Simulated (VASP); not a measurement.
Input of a VASP 6.6.1 run:

File INCAR:

```
ALGO = Normal
EDIFF = 1E-6
ENCUT = 520
GGA = PE
ISIF = 2
ISMEAR = 0
IVDW = 12
LASPH = True
LCHARG = True
LELF = True
LREAL = False
LVHAR = True
LWAVE = False
NBANDS = 20
NELM = 80
PREC = Accurate
SIGMA = 0.05
```

Contents of KPOINTS:

```
k-points
0
Gamma
  9 9 4
```

POSCAR

```
Al2O3
1.0
    2.9172793866      0.0000000000      0.0000000000
   -1.4586396933      2.5264380587      0.0000000000
    0.0000000000      0.0000000000      7.4236882398
Al O
2 3
Direct
    0.0000000000      0.0000000000      0.1907358529
    0.0000000000      0.0000000000      0.8092641471
    0.3333333333      0.6666666667      0.2703868429
    0.6666666667      0.3333333333      0.0000000000
    0.3333333333      0.6666666667      0.7296131571
```

Potentials or basis: VASP PAW PBE potentials, release 64 (Al, O).

Launch:

```sh
$ cat potpaw_PBE.64/Al/POTCAR potpaw_PBE.64/O/POTCAR > POTCAR
$ mpirun -np 1 vasp_std > vasp.out
```

Q: Predict the pressure.

A: -2.1 GPa.

Q: Estimate the largest force.

A: 1.344 eV/Å.

Stress tensor (GPa, compression positive):
```
-3.55  0.00  0.00
 0.00 -3.55  0.00
 0.00  0.00  0.66
```

Caveat: forces of over 1 eV/Å act on the atoms, so gaps and moduli don't describe the material at rest.
